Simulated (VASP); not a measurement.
# TiN (Osbornite) (Fm-3m) in VASP: notebook

The runs below take TiN (Osbornite) through single point, with PBE, RPBE.

Program: VASP 6.6.1. These are calculated values, not measurements. Logs are shortened: lines on timing, memory, paths and dates and some standing lists are left out, and cuts for length are marked.

### Step 1. The cell of the first run

It takes space group Fm-3m (No. 225, cubic). The conventional cell has a = 4.238 Å, b = 4.238 Å, c = 4.238 Å, α = 90.00°, β = 90.00°, γ = 90.00°. Ti (site symmetry m-3m) has 6 N at 2.12 Å within 2.8 Å. Within 2.8 Å of N (site symmetry m-3m) lie 6 Ti at 2.12 Å.

### Step 2. Single point, PBE

The input, INCAR:

```
SYSTEM = TiN
  ALGO = Normal
  EDIFF = 1E-6
  ENCUT = 600
  GGA = PE
  GGA_COMPAT = .FALSE.
  ISIF = 2
  ISMEAR = -1
  LASPH = .TRUE.
  LCHARG = .FALSE.
  LREAL = .FALSE.
  LWAVE = .FALSE.
  NBANDS = 16
  NELM = 120
  PREC = Accurate
  SIGMA = 0.1
```

The input, KPOINTS:

```
k-points
0
G
  5 5 5
  0 0 0
```

The input, POSCAR:

```
TiN
1.0
    0.0000000000      2.1190000000      2.1190000000
    2.1190000000      0.0000000000      2.1190000000
    2.1190000000      2.1190000000      0.0000000000
Ti N
1 1
Direct
    0.0000000000      0.0000000000      0.0000000000
    0.5000000000      0.5000000000      0.5000000000
```

Potentials or basis: VASP PAW PBE potentials, release 64 (Ti_sv, N).

Launch:

```sh
$ cat potpaw_PBE.64/Ti_sv/POTCAR potpaw_PBE.64/N/POTCAR > POTCAR
$ mpirun -np 1 vasp_std > vasp.out
```

OUTCAR:

```text
SYSTEM = TiN
   EDIFF = 1E-6
   ENCUT = 600
   GGA = PE
   ISIF = 2
   ISMEAR = -1
   LASPH = .TRUE.
   LREAL = .FALSE.
   NELM = 120
   PREC = Accurate

 ion  position               nearest neighbor table
   1  0.000  0.000  0.000-   2 2.12   2 2.12   2 2.12   2 2.12   2 2.12   2 2.12
   2  0.500  0.500  0.500-   1 2.12   1 2.12   1 2.12   1 2.12   1 2.12   1 2.12

  LATTYP: Found a face centered cubic cell.
 ALAT       =     4.2380000000

  Lattice vectors:

 A1 = (   0.0000000000,   2.1190000000,   2.1190000000)
 A2 = (   2.1190000000,   0.0000000000,   2.1190000000)
 A3 = (   2.1190000000,   2.1190000000,   0.0000000000)

Analysis of symmetry for initial positions (statically):
=====================================================================
 Subroutine PRICEL returns:
 Original cell was already a primitive cell.

 Routine SETGRP: Setting up the symmetry group for a
 face centered cubic supercell.

 Subroutine GETGRP returns: Found 48 space group operations
 (whereof 48 operations were pure point group operations)
 out of a pool of 48 trial point group operations.

The static configuration has the point symmetry O_h .

Analysis of symmetry for dynamics (positions and initial velocities):
=====================================================================
 Subroutine PRICEL returns:
 Original cell was already a primitive cell.

 Routine SETGRP: Setting up the symmetry group for a
 face centered cubic supercell.

 Subroutine GETGRP returns: Found 48 space group operations
 (whereof 48 operations were pure point group operations)
 out of a pool of 48 trial point group operations.

The dynamic configuration has the point symmetry O_h .

 Subroutine INISYM returns: Found 48 space group operations
 (whereof 48 operations are pure point group operations),
 and found     1 'primitive' translations

----------------------------------------------------------------------------------------

                                     Primitive cell

  volume of cell :      19.0293

  direct lattice vectors                    reciprocal lattice vectors
     0.000000000  2.119000000  2.119000000    -0.235960359  0.235960359  0.235960359
     2.119000000  0.000000000  2.119000000     0.235960359 -0.235960359  0.235960359
     2.119000000  2.119000000  0.000000000     0.235960359  0.235960359 -0.235960359

  length of vectors
     2.996718539  2.996718539  2.996718539     0.408695330  0.408695330  0.408695330

[... 64 lines left out ...]
   NELM   =    120;   NELMIN=  2; NELMDL= -5     # of ELM steps
   EDIFF  = 0.1E-05   stopping-criterion for ELM
   LREAL  =      F    real-space projection
   EDIFFG = 0.1E-04   stopping-criterion for IOM
   NSW    =      0    number of steps for IOM
   IBRION =     -1    ionic relax: 0-MD 1-quasi-New 2-CG
   NFREE  =      0    steps in history (QN), initial steepest desc. (CG)
   ISIF   =      2    stress and relaxation
   ISYM   =      2    0-nonsym 1-usesym 2-fastsym
   POTIM  = 0.5000    time-step for ionic-motion
   TEBEG  =    0.0;   TEEND  =   0.0 temperature during run
   PSTRESS=    0.0 pullay stress
   NELECT =      17.0000    total number of electrons
   NUPDOWN=      -1.0000    fix difference up-down
   EMIN   =  10.00;   EMAX   =-10.00  energy-range for DOS
   EFERMI =   0.00;   METHOD = LEGACY
   ISMEAR =    -1;   SIGMA  =   0.10  broadening in eV -4-tet -1-fermi 0-gaus
   EFERMI_NEDOS =   21; number of points for ismear=-14 and -15
   IALGO  =     38    algorithm
   IMIX   =      4    mixing-type and parameters
     AMIX     =   0.40;   BMIX     =  1.00
     AMIX_MAG =   1.60;   BMIX_MAG =  1.00
  volume/ion in A,a.u.               =       9.51        64.21
  Fermi-wavevector in a.u.,A,eV,Ry     =   1.576704  2.979539 33.824024  2.485996
  Thomas-Fermi vector in A             =   2.677497
   LORBIT       =      0    0 simple, 1 ext, 2 COOP (PROOUT), +10 PAW based schemes
   GGA     = PE    functional components
   LHFCALC =     F    Hartree Fock is set to
   AEXX    =    0.0000 exact exchange contribution
   IVDW    =     0    specifies the selected vdW correction
   LEPSILON=     F    determine dielectric tensor
   LRPA    =     F    only Hartree local field effects (RPA)
 non-spin polarized calculation
  energy-cutoff  :      600.00
  volume of cell :       19.03
 maximum number of plane-waves:       643
   NGX = 11   NGY = 11   NGZ = 11

 number of electron      17.0000001 magnetization

 Free energy of the ion-electron system (eV)
  ---------------------------------------------------
  ext. energy  EPLUGINS =         0.00000000
  ---------------------------------------------------
  free energy    TOTEN  =       -19.65815385 eV

  energy without entropy =      -19.61644940  energy(sigma->0) =      -19.63730163

 E-fermi :  11.5748     XC(G=0): -13.0348

 val. band max:       10.8717946277   @ k =   0.0000   0.0000   0.0000
 cond. band min:      11.6384878592   @ k =   0.2000   0.0000   0.0000
 fundamental gap:      0.7666932315
 Fermi energy:        11.5748106281

 k-point     1 :       0.0000    0.0000    0.0000
  band No.  band energies     occupation
      1     -46.3757      2.00000
      2     -22.3542      2.00000
      3     -22.3542      2.00000
      4     -22.3542      2.00000
      5      -5.6398      2.00000
      6       9.4300      2.00000
[... 167 lines left out ...]
      3     -22.6527      2.00000
      4     -22.5233      2.00000
      5      -3.7441      2.00000
      6       5.1766      2.00000
[... 8 lines left out ...]
     15      23.8533      0.00000
     16      24.6810      0.00000

------------------------ aborting loop because EDIFF is reached ----------------------------------------

  FORCE on cell =-STRESS in cart. coord.  units (eV):
  Direction    XX          YY          ZZ          XY          YZ          ZX
  --------------------------------------------------------------------------------------
  -------------------------------------------------------------------------------------
  Total        0.2795602      0.2795602      0.2795602      0.0000000      0.0000000      0.0000000
  in kB       23.5376446     23.5376446     23.5376446      0.0000000      0.0000000      0.0000000
  external PRESSURE =      23.5376446 kB  Pullay stress =       0.0000000 kB

 VOLUME and BASIS-vectors are now :
 -----------------------------------------------------------------------------
  energy-cutoff  :      600.00
  volume of cell :       19.03
      direct lattice vectors                 reciprocal lattice vectors
     0.000000000  2.119000000  2.119000000    -0.235960359  0.235960359  0.235960359
     2.119000000  0.000000000  2.119000000     0.235960359 -0.235960359  0.235960359
     2.119000000  2.119000000  0.000000000     0.235960359  0.235960359 -0.235960359

 POSITION                                       TOTAL-FORCE (eV/Angst)
 -----------------------------------------------------------------------------------
      0.00000      0.00000      0.00000        -0.000000      0.000000      0.000000
      2.11900      2.11900      2.11900         0.000000     -0.000000     -0.000000
 -----------------------------------------------------------------------------------
    total drift:                                0.000000     -0.000000     -0.000000

  FREE ENERGIE OF THE ION-ELECTRON SYSTEM (eV)
  ---------------------------------------------------
  free  energy   TOTEN  =       -19.6581538515 eV

  energy  without entropy=      -19.6164494011  energy(sigma->0) =      -19.63730163
```

OSZICAR:

```text
N       E                     dE             d eps       ncg     rms          rms(c)
DAV:   1     0.145253516105E+03    0.14525E+03   -0.89201E+03   320   0.140E+03
DAV:   2    -0.157376716438E+02   -0.16099E+03   -0.15194E+03   352   0.370E+02
DAV:   3    -0.245129260553E+02   -0.87753E+01   -0.86767E+01   416   0.892E+01
DAV:   4    -0.248344881960E+02   -0.32156E+00   -0.32141E+00   384   0.145E+01
DAV:   5    -0.248400556555E+02   -0.55675E-02   -0.55674E-02   384   0.190E+00    0.182E+01
DAV:   6    -0.200591175212E+02    0.47809E+01   -0.13120E+01   408   0.542E+01    0.690E+00
DAV:   7    -0.196980405604E+02    0.36108E+00   -0.15041E+00   376   0.164E+01    0.495E+00
DAV:   8    -0.199377413069E+02   -0.23970E+00   -0.10536E+00   416   0.155E+01    0.612E+00
DAV:   9    -0.196696187888E+02    0.26812E+00   -0.31930E-01   376   0.925E+00    0.160E+00
DAV:  10    -0.196613137089E+02    0.83051E-02   -0.31351E-02   368   0.207E+00    0.446E-01
DAV:  11    -0.196582103287E+02    0.31034E-02   -0.43096E-03   472   0.851E-01    0.173E-01
DAV:  12    -0.196581577063E+02    0.52622E-04   -0.38301E-04   336   0.187E-01    0.470E-02
DAV:  13    -0.196581563898E+02    0.13165E-05   -0.50739E-05   384   0.108E-01    0.158E-02
DAV:  14    -0.196581540699E+02    0.23198E-05   -0.55789E-06   360   0.304E-02    0.102E-02
DAV:  15    -0.196581538515E+02    0.21839E-06   -0.11224E-06   248   0.108E-02
   1 F= -.19658154E+02 E0= -.19637302E+02  d E =-.417045E-01
```

stdout:

```text
POSCAR found type information on POSCAR TiN
 POSCAR found :  2 types and       2 ions
 scaLAPACK will be used
 LDA part: xc-table for (Slater+PW92), standard interpolation
 POSCAR, INCAR and KPOINTS ok, starting setup
 FFT: planning ... GRIDC
 FFT: planning ... GRID_SOFT
 FFT: planning ... GRID
 WAVECAR not read
 entering main loop
```

Run time: 2.7 s. Hardware: 1 thread of Intel Xeon 6975P-C (Granite Rapids), shared host; peak memory 0.13 GiB.

What came out:

- Free energy: -19.6582 eV
- Pressure: 2.4 GPa

Caveat: the k points lie up to 0.51 Å⁻¹ apart.

### Step 3. Single point, RPBE

The input, INCAR:

```
ALGO     = Normal         # electronic algorithm
EDIFF    = 1E-6           # SCF threshold, eV
ENCUT    = 600            # plane-wave cutoff, eV
GGA      = RP             # functional
GGA_COMPAT= F            
ISIF     = 2              # what is computed and relaxed
ISMEAR   = -1             # smearing method
LASPH    = T              # aspherical terms in the spheres
LCHARG   = T              # write CHGCAR
LELF     = T              # ELF
LREAL    = F              # projectors in reciprocal space
LVHAR    = T            
LWAVE    = F              # write WAVECAR
NBANDS   = 16             # bands
NELM     = 120            # most SCF steps
PREC     = Accurate       # precision mode
SIGMA    = 0.1            # smearing width, eV
```

The input, KPOINTS:

```
k-points
0
Gamma
  5 5 5
```

POSCAR is that of step 2.

Potentials or basis: VASP PAW PBE potentials, release 64 (Ti_sv, N).

Launch:

```sh
$ cat potpaw_PBE.64/Ti_sv/POTCAR potpaw_PBE.64/N/POTCAR > POTCAR
$ mpirun -np 1 vasp_std > vasp.out
```

It took 3 s on 1 thread of Intel Xeon 6975P-C (Granite Rapids), shared host; peak memory 0.13 GiB.

It converged, with:

```
Free energy : -18.6845 eV
Pressure    : 7.7 GPa
```

Levels at points of the mesh, in eV from the Fermi level:
```
           k point  band 6  band 7  band 8  band 9  band 10  band 11
(0.00, 0.00, 0.00)   -2.17   -2.17   -2.17   -0.70    -0.70    -0.70
```

Caveat: the k points lie up to 0.51 Å⁻¹ apart; the PAW data sets were made with another functional, which shifts forces and pressure a little.
